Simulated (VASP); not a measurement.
# Si16B (a cell with a defect) in VASP: single point with PBE

Aim: the single point of Si16B (a cell with a defect) with PBE.

All numbers are computed with VASP 6.6.1; they aren't measurements. Logs are shortened: lines on timing, memory, paths and dates and some standing lists are left out, and cuts for length are marked.

## (1) The cell of the first run

The cell holds a defect, 17 atoms: a = 7.679 Å, b = 7.679 Å, c = 7.679 Å, α = 60.00°, β = 60.00°, γ = 60.00°.

## (2) Single point, PBE, collinear spin, ferromagnetic start

INCAR reads:

```
SYSTEM = Si16B
ALGO     = Normal         ! electronic algorithm
EDIFF    = 1E-7           ! SCF threshold, eV
ENCUT    = 520            ! plane-wave cutoff, eV
GGA      = PE             ! functional
ISIF     = 2              ! what is computed and relaxed
ISMEAR   = -1             ! smearing method
ISPIN    = 2              ! spin polarisation
LASPH    = .True.         ! aspherical terms in the spheres
LCHARG   = .False.        ! write CHGCAR
LORBIT   = 11             ! projections on sites
LREAL    = Auto         
LWAVE    = .False.        ! write WAVECAR
MAGMOM   = 0 0 0 0 0 0 0 0 0 0 0 0 0 0 0 0 1 ! initial moments
NBANDS   = 52             ! bands
NELM     = 150            ! most SCF steps
PREC     = Accurate       ! precision mode
SIGMA    = 0.05           ! smearing width, eV
```

KPOINTS reads:

```
k-points
0
Gamma
  2 2 2
  0 0 0
```

POSCAR reads:

```
Si16B
1.0
    0.0000000000      5.4300000000      5.4300000000
    5.4300000000      0.0000000000      5.4300000000
    5.4300000000      5.4300000000      0.0000000000
Si B
16 1
Direct
   -0.0001712325     -0.0005592995      0.0013734393
    0.1259908737      0.1305918540      0.1164064087
   -0.0039819260      0.0110415908      0.4898877539
    0.1354646788      0.1202789917      0.6248758265
   -0.0065509993      0.5040252316     -0.0014752026
    0.1258257211      0.6270937188      0.1164868145
   -0.0046278196      0.5039902617      0.4899082662
    0.1200342417      0.6266968983      0.6266519346
    0.4991313221      0.0037285889     -0.0028761449
    0.6273627698      0.1269124159      0.1186870760
    0.5167152307     -0.0040761310      0.4909585784
    0.6209753032      0.1303873133      0.6248642496
    0.4988850909      0.4998459433     -0.0027531883
    0.6196701989      0.6299750447      0.1200583804
    0.4949579209      0.5050994791      0.4943151764
    0.6205191794      0.6233683920      0.6250699860
    0.8882685464      0.8326130064      0.4480226454
```

Potentials or basis: VASP PAW PBE potentials, release 64 (Si, B).

Run with:

```bash
$ cat potpaw_PBE.64/Si/POTCAR potpaw_PBE.64/B/POTCAR > POTCAR
$ mpirun -np 1 vasp_std > vasp.out
```

OUTCAR:

```text
SYSTEM = Si16B
   EDIFF = 1E-7
   ENCUT = 520
   GGA = PE
   ISIF = 2
   ISMEAR = -1
   ISPIN = 2
   LASPH = .True.
   LORBIT = 11
   LREAL = Auto
   NELM = 150
   PREC = Accurate

 ion  position               nearest neighbor table
   1  1.000  0.999  0.001-   6 2.34   2 2.34  10 2.34   4 2.36
   2  0.126  0.131  0.116-   1 2.34   9 2.34   3 2.34   5 2.34
   3  0.996  0.011  0.490-  17 2.12   2 2.34  12 2.35   4 2.41   8 2.41
   4  0.135  0.120  0.625-   1 2.36  11 2.39   3 2.41   7 2.41
   5  0.993  0.504  0.999-   8 2.33   6 2.34   2 2.34  14 2.34
   6  0.126  0.627  0.116-   1 2.34  13 2.34   7 2.34   5 2.34
   7  0.995  0.504  0.490-  17 2.13   6 2.34  16 2.35   8 2.41   4 2.41
   8  0.120  0.627  0.627-  17 2.24   5 2.33  15 2.35   7 2.41   3 2.41
   9  0.499  0.004  0.997-  12 2.33  10 2.34   2 2.34  14 2.34
  10  0.627  0.127  0.119-   1 2.34  11 2.34  13 2.34   9 2.34
  11  0.517  0.996  0.491-  10 2.34  16 2.34  12 2.34   4 2.39  17 2.39
  12  0.621  0.130  0.625-   9 2.33  11 2.34  15 2.35   3 2.35  17 2.63
  13  0.499  0.500  0.997-  16 2.33  10 2.34   6 2.34  14 2.34
  14  0.620  0.630  0.120-  13 2.34   5 2.34   9 2.34  15 2.35
  15  0.495  0.505  0.494-  14 2.35  16 2.35  12 2.35   8 2.35
  16  0.621  0.623  0.625-  13 2.33  11 2.34  15 2.35   7 2.35  17 2.64
  17  0.888  0.833  0.448-   3 2.12   7 2.13   8 2.24  11 2.39  12 2.63  16 2.64

  LATTYP: Found a face centered cubic cell.
 ALAT       =    10.8600000000

  Lattice vectors:

 A1 = (   0.0000000000,   5.4300000000,   5.4300000000)
 A2 = (   5.4300000000,   0.0000000000,   5.4300000000)
 A3 = (   5.4300000000,   5.4300000000,   0.0000000000)

Analysis of symmetry for initial positions (statically):
=====================================================================
 Subroutine PRICEL returns:
 Original cell was already a primitive cell.

 Routine SETGRP: Setting up the symmetry group for a
 face centered cubic supercell.

 Subroutine GETGRP returns: Found  1 space group operations
 (whereof  1 operations were pure point group operations)
 out of a pool of 48 trial point group operations.

The static configuration has the point symmetry C_1 .

Analysis of symmetry for dynamics (positions and initial velocities):
=====================================================================
 Subroutine PRICEL returns:
 Original cell was already a primitive cell.

 Routine SETGRP: Setting up the symmetry group for a
 face centered cubic supercell.

 Subroutine GETGRP returns: Found  1 space group operations
 (whereof  1 operations were pure point group operations)
 out of a pool of 48 trial point group operations.

The dynamic configuration has the point symmetry C_1 .

Analysis of structural, dynamic, and magnetic symmetry:
=====================================================================
 Subroutine PRICEL returns:
 Original cell was already a primitive cell.

 Routine SETGRP: Setting up the symmetry group for a
 face centered cubic supercell.

 Subroutine GETGRP returns: Found  1 space group operations
 (whereof  1 operations were pure point group operations)
 out of a pool of 48 trial point group operations.

The overall configuration has the point symmetry C_1 .

 Subroutine INISYM returns: Found  1 space group operations
 (whereof  1 operations are pure point group operations),
 and found     1 'primitive' translations

----------------------------------------------------------------------------------------

                                     Primitive cell

  volume of cell :     320.2060

  direct lattice vectors                    reciprocal lattice vectors
     0.000000000  5.430000000  5.430000000    -0.092081031  0.092081031  0.092081031
     5.430000000  0.000000000  5.430000000     0.092081031 -0.092081031  0.092081031
     5.430000000  5.430000000  0.000000000     0.092081031  0.092081031 -0.092081031

  length of vectors
     7.679179644  7.679179644  7.679179644     0.159489025  0.159489025  0.159489025

  position of ions in fractional coordinates (direct lattice)
     0.999828767  0.999440701  0.001373439
     0.125990874  0.130591854  0.116406409
     0.996018074  0.011041591  0.489887754
     0.135464679  0.120278992  0.624875827
     0.993449001  0.504025232  0.998524797
     0.125825721  0.627093719  0.116486814
[... 9 lines left out ...]
     0.620519179  0.623368392  0.625069986
     0.888268546  0.832613006  0.448022645

  ion indices of the primitive-cell ions
   primitive index   ion index
                 1           1
                 2           2
                 3           3
                 4           4
                 5           5
                 6           6
[... 9 lines left out ...]
                16          16
[... 27 lines left out ...]

 Following reciprocal coordinates:
            Coordinates               Weight
  0.000000  0.000000  0.000000      1.000000
  0.500000  0.000000  0.000000      1.000000
  0.000000  0.500000  0.000000      1.000000
  0.000000  0.000000  0.500000      1.000000
  0.500000  0.500000  0.500000      1.000000
  0.500000  0.500000  0.000000      1.000000
  0.000000  0.500000  0.500000      1.000000
  0.500000  0.000000  0.500000      1.000000
   k-points           NKPTS =      8   k-points in BZ     NKDIM =      8   number of bands    NBANDS=     52
   number of dos      NEDOS =    301   number of ions     NIONS =     17
   total plane-waves  NPLWV = 216000
   dimension x,y,z NGX =    60 NGY =   60 NGZ =   60
   dimension x,y,z NGXF=   120 NGYF=  120 NGZF=  120
   ions per type =              16   1
   NGX,Y,Z   is equivalent  to a cutoff of  12.99, 12.99, 12.99 a.u.
   NGXF,Y,Z  is equivalent  to a cutoff of  25.98, 25.98, 25.98 a.u.
 SYSTEM =  Si16B
   PREC   = accura    normal or accurate (medium, high low for compatibility)
   ISTART =      0    job   : 0-new  1-cont  2-samecut
   ICHARG =      2    charge: 1-file 2-atom 10-const
   ISPIN  =      2    spin polarized calculation?
   LNONCOLLINEAR =      F non collinear calculations
   LSORBIT =      F    spin-orbit coupling
   LASPH  =      T    aspherical Exc in radial PAW
   ENCUT  =  520.0 eV  38.22 Ry    6.18 a.u.  14.28 14.28 14.28*2*pi/ulx,y,z
   NELM   =    150;   NELMIN=  2; NELMDL= -5     # of ELM steps
   EDIFF  = 0.1E-06   stopping-criterion for ELM
   LREAL  =      T    real-space projection
   EDIFFG = 0.1E-05   stopping-criterion for IOM
   NSW    =      0    number of steps for IOM
   IBRION =     -1    ionic relax: 0-MD 1-quasi-New 2-CG
   NFREE  =      0    steps in history (QN), initial steepest desc. (CG)
   ISIF   =      2    stress and relaxation
   ISYM   =      2    0-nonsym 1-usesym 2-fastsym
   POTIM  = 0.5000    time-step for ionic-motion
   TEBEG  =    0.0;   TEEND  =   0.0 temperature during run
   PSTRESS=    0.0 pullay stress
   NELECT =      67.0000    total number of electrons
   NUPDOWN=      -1.0000    fix difference up-down
   EMIN   =  10.00;   EMAX   =-10.00  energy-range for DOS
   EFERMI =   0.00;   METHOD = LEGACY
   ISMEAR =    -1;   SIGMA  =   0.05  broadening in eV -4-tet -1-fermi 0-gaus
   EFERMI_NEDOS =   21; number of points for ismear=-14 and -15
   IALGO  =     38    algorithm
   IMIX   =      4    mixing-type and parameters
     AMIX     =   0.40;   BMIX     =  1.00
     AMIX_MAG =   1.60;   BMIX_MAG =  1.00
  volume/ion in A,a.u.               =      18.84       127.11
  Fermi-wavevector in a.u.,A,eV,Ry     =   0.971904  1.836632 12.852022  0.944597
  Thomas-Fermi vector in A             =   2.102159
   LORBIT       =     11    0 simple, 1 ext, 2 COOP (PROOUT), +10 PAW based schemes
   GGA     = PE    functional components
   LHFCALC =     F    Hartree Fock is set to
   AEXX    =    0.0000 exact exchange contribution
   IVDW    =     0    specifies the selected vdW correction
   LEPSILON=     F    determine dielectric tensor
   LRPA    =     F    only Hartree local field effects (RPA)
 spin polarized calculation
  energy-cutoff  :      520.00
  volume of cell :      320.21
 maximum number of plane-waves:      8646
 NGX is ok and might be reduce to    60
   NGX = 29   NGY = 29   NGZ = 29

 number of electron      67.0000000 magnetization      -0.0000038

 number of electron      67.0000000 magnetization       0.0000108

 Free energy of the ion-electron system (eV)
  ---------------------------------------------------
  ext. energy  EPLUGINS =         0.00000000
  ---------------------------------------------------
  free energy    TOTEN  =       -88.69191591 eV

  energy without entropy =      -88.66372626  energy(sigma->0) =      -88.67782108

 E-fermi :   6.4470     XC(G=0):  -9.5698

 val. band max:        6.4412211553   @ k =   0.5000   0.0000   0.0000
 cond. band min:       6.5143786645   @ k =   0.5000   0.5000   0.0000
 fundamental gap:      0.0731575092
 Fermi energy:         6.4469817558

 spin component 1

 k-point     1 :       0.0000    0.0000    0.0000
  band No.  band energies     occupation
      1      -6.3299      1.00000
      2      -4.2007      1.00000
      3      -3.9086      1.00000
      4      -3.7901      1.00000
      5      -3.6204      1.00000
      6      -2.5104      1.00000
[... 373 lines left out ...]
     44      10.0799      0.00000
     45      10.2470      0.00000
 Fermi energy:         6.4469817558

 spin component 2

 k-point     1 :       0.0000    0.0000    0.0000
  band No.  band energies     occupation
      1      -6.3299      1.00000
      2      -4.2007      1.00000
      3      -3.9086      1.00000
      4      -3.7901      1.00000
      5      -3.6204      1.00000
      6      -2.5104      1.00000
[... 373 lines left out ...]
     44      10.0799      0.00000
     45      10.2470      0.00000
 [bands above 45 left out]

------------------------ aborting loop because EDIFF is reached ----------------------------------------

  FORCE on cell =-STRESS in cart. coord.  units (eV):
  Direction    XX          YY          ZZ          XY          YZ          ZX
  --------------------------------------------------------------------------------------
  -------------------------------------------------------------------------------------
  Total        5.9684537      6.8103626      5.9884620      0.6370352     -0.5951989     -0.9580799
  in kB       29.8636526     34.0762135     29.9637657      3.1874583     -2.9781269     -4.7938321
  external PRESSURE =      31.3012106 kB  Pullay stress =       0.0000000 kB

 VOLUME and BASIS-vectors are now :
 -----------------------------------------------------------------------------
  energy-cutoff  :      520.00
  volume of cell :      320.21
      direct lattice vectors                 reciprocal lattice vectors
     0.000000000  5.430000000  5.430000000    -0.092081031  0.092081031  0.092081031
     5.430000000  0.000000000  5.430000000     0.092081031 -0.092081031  0.092081031
     5.430000000  5.430000000  0.000000000     0.092081031  0.092081031 -0.092081031

 POSITION                                       TOTAL-FORCE (eV/Angst)
 -----------------------------------------------------------------------------------
      5.43442      5.43653     10.85603        -0.013974     -0.019240      0.014295
      1.34120      1.31622      1.39324         0.011232     -0.006761      0.002979
      2.72005      8.06847      5.46833         0.025264      0.016381      0.003960
      4.04619      4.12865      1.38869        -0.000750      0.016316      0.001426
      8.15885     10.81642      8.13129        -0.028200      0.015087      0.027013
      4.03764      1.31576      4.08835        -0.000628     -0.007615     -0.012705
[... 9 lines left out ...]
      6.77902      6.76355      6.75431        -0.022626     -0.017032      0.004374
      6.95385      7.25606      9.34439        -0.004687      0.026376     -0.003361
 -----------------------------------------------------------------------------------
    total drift:                               -0.000791     -0.007421     -0.000671

  FREE ENERGIE OF THE ION-ELECTRON SYSTEM (eV)
  ---------------------------------------------------
  free  energy   TOTEN  =       -88.6919159095 eV

  energy  without entropy=      -88.6637262572  energy(sigma->0) =      -88.67782108

 total charge

# of ion       s       p       d       tot
------------------------------------------
    1        0.744   0.949   0.000   1.693
    2        0.750   0.942   0.000   1.692
    3        0.741   0.937   0.000   1.678
    4        0.780   0.899   0.000   1.678
    5        0.744   0.957   0.000   1.702
    6        0.750   0.943   0.000   1.692
[... 9 lines left out ...]
   16        0.754   0.930   0.000   1.684
   17        0.799   0.850   0.000   1.650
--------------------------------------------------
tot         12.765  15.917   0.000  28.682

 magnetization (x)

# of ion       s       p       d       tot
------------------------------------------
    1        0.000  -0.000   0.000  -0.000
    2        0.000  -0.000   0.000   0.000
    3        0.000   0.000   0.000   0.000
    4        0.000  -0.000   0.000  -0.000
    5        0.000   0.000   0.000   0.000
    6        0.000  -0.000   0.000   0.000
[... 9 lines left out ...]
   16        0.000  -0.000   0.000   0.000
   17       -0.000   0.000   0.000   0.000
--------------------------------------------------
tot          0.000   0.000   0.000   0.000
```

Run time: 16 min. Hardware: 1 thread of AMD EPYC 7R13, shared host; peak memory 0.68 GiB.

What came out:

| Quantity | Value |
| --- | --- |
| Free energy | -88.6919 eV |
| Pressure | 3.1 GPa |
| Largest force | 0.060 eV/Å |
| Net moment | 0.00 μB per cell |
| Valence electrons inside the program's atomic spheres | Si 1.69, 1.68, 1.70, 1.67; B 1.65 |

Forces on the atoms (eV/Å):
```
Si  -0.014 -0.019  0.014
Si   0.011 -0.007  0.003
Si   0.025  0.016  0.004
Si  -0.001  0.016  0.001
Si  -0.028  0.015  0.027
Si  -0.001 -0.008 -0.013
Si   0.000  0.014 -0.022
Si  -0.014 -0.025  0.013
Si   0.023 -0.026  0.021
Si   0.005  0.020 -0.007
Si   0.000  0.015  0.001
Si  -0.002 -0.015  0.021
Si  -0.022 -0.025 -0.023
Si   0.003  0.006  0.000
Si   0.041  0.013 -0.042
Si  -0.023 -0.017  0.004
B   -0.005  0.026 -0.003
```

Levels at points of the mesh, in eV from the Fermi level:
Spin up:
```
           k point  band 31  band 32  band 33  band 34  band 35  band 36
(0.00, 0.00, 0.00)    -0.87    -0.54    -0.49    -0.28     0.17     0.19
(0.50, 0.00, 0.00)    -1.26    -1.19    -1.13    -0.01     0.40     1.06
(0.00, 0.50, 0.00)    -1.25    -1.19    -1.01    -0.23     0.41     1.03
(0.00, 0.00, 0.50)    -1.24    -1.21    -1.19     0.19     0.77     1.07
(0.50, 0.50, 0.50)    -1.25    -1.19    -1.00    -0.23     0.41     1.03
(0.50, 0.50, 0.00)    -1.77    -1.74    -0.64     0.07     0.64     1.23
(0.00, 0.50, 0.50)    -1.77    -1.74    -0.64     0.07     0.64     1.23
(0.50, 0.00, 0.50)    -1.78    -1.76    -0.62     0.26     0.76     1.20
```
Spin down:
```csv
k point,band 31,band 32,band 33,band 34,band 35,band 36
"(0.00, 0.00, 0.00)",-0.87,-0.54,-0.49,-0.28,0.17,0.19
"(0.50, 0.00, 0.00)",-1.26,-1.19,-1.13,-0.01,0.40,1.06
"(0.00, 0.50, 0.00)",-1.25,-1.19,-1.01,-0.23,0.41,1.03
"(0.00, 0.00, 0.50)",-1.24,-1.21,-1.19,0.19,0.77,1.07
"(0.50, 0.50, 0.50)",-1.25,-1.19,-1.00,-0.23,0.41,1.03
"(0.50, 0.50, 0.00)",-1.77,-1.74,-0.64,0.07,0.64,1.23
"(0.00, 0.50, 0.50)",-1.77,-1.74,-0.64,0.07,0.64,1.23
"(0.50, 0.00, 0.50)",-1.78,-1.76,-0.62,0.26,0.76,1.20
```

Caveat: the k points lie up to 0.50 Å⁻¹ apart.
